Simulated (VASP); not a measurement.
PtS2:

```
CELL_PARAMETERS angstrom
3.54320 0.00000 0.00000
-1.77160 3.06850 0.00000
0.00000 0.00000 5.03880
ATOMIC_POSITIONS crystal
Pt 0.00000 0.00000 0.00000
S 0.66667 0.33333 0.77300
S 0.33333 0.66667 0.22700
```

Base run:

- Program: VASP 6.6.1
- Functional: PBEsol
- Potentials or basis: VASP PAW PBE potentials, release 64 (Pt, S)
- Cutoff: 520 eV
- k mesh: 9 × 9 × 5
- Occupations: fermi-dirac, width 0.05 eV
- Spin: no spin polarisation
- Hubbard terms: Pt d U = 5.0 eV

Its results: band gap on the k mesh 0.82 eV (least direct gap 0.95 eV); pressure 1.7 GPa; largest force 0.574 eV/Å.

Question: The run is repeated on the same cell with these changes: hubbard terms from Pt d U = 5.0 eV to Pt d U = 3.0 eV. What comes out?

Answer: Band gap on the k mesh 0.91 eV (least direct gap 0.99 eV); pressure 3.7 GPa; largest force 0.744 eV/Å.

Caveats: the PAW data sets were made with another functional, which shifts forces and pressure a little; spin-orbit coupling is left out, which moves the levels of the heavy elements; an odd mesh through Γ misses points on the zone boundary, where band edges can lie; the cell stands under pressure (at least some runs).
